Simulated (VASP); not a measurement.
TiC: single point with PBEsol

The system is TiC.

```
Ti C
1.0
     0.00000    2.16400    2.16400
     2.16400    0.00000    2.16400
     2.16400    2.16400    0.00000
Ti C
1 1
Direct
  0.00000 0.00000 0.00000
  0.50866 0.49134 0.50866
```

This cell differs from its parent crystal: all C atoms moved +0.037 Å, as atom 2 along Cartesian [0 1 0].

* Program: VASP 6.6.1
* Task: single point
* Functional: PBEsol
* Potentials or basis: VASP PAW PBE potentials, release 64 (Ti_sv, C)
* Cutoff: 520 eV
* k mesh: 18 × 18 × 18
* Occupations: gaussian, width 0.15 eV
* Spin: no spin polarisation
* Dipole correction: no
* Further INCAR settings: ALGO = Normal; EDIFF = 1e-06; NBANDS = 15

* Pressure: -5.7 GPa
* Largest force: 0.352 eV/Å
* Band gap on the k mesh: zero (band 8 reaches 9.99 eV, above the bottom of band 9 at 8.91 eV)

Forces in eV/Å, atoms in the order of the input:
```
Ti   0.000  0.352  0.000
C    0.000 -0.352  0.000
```

Stress tensor (GPa, compression positive):
```
-5.87  0.00  0.00
 0.00 -5.49  0.00
 0.00  0.00 -5.87
```

Levels at points of the mesh, in eV from the Fermi level:
```csv
k point,band 5,band 6,band 7,band 8,band 9,band 10,band 11,band 12
"(0.00, 0.00, 0.00)",-12.38,0.61,0.61,0.66,1.39,1.73,1.76,1.76
"(0.50, 0.00, 0.00)",-8.85,-5.89,-2.91,-2.90,2.92,2.92,4.12,7.95
"(0.50, 0.50, 0.00)",-10.07,-3.45,-1.72,-0.04,0.02,2.76,3.53,3.53
"(0.50, 0.00, 0.50)",-10.07,-3.44,-1.68,-0.03,-0.03,2.74,3.53,3.53
```

Wall time 50 s on 1 thread of Intel(R) Xeon(R) 6975P-C (Granite Rapids), with other jobs on the host, peak memory 0.26 GiB.

Caveat: the cell differs from its parent crystal (all C atoms moved +0.037 Å, as atom 2 along Cartesian [0 1 0]); the PAW data sets were made with another functional, which shifts forces and pressure a little.
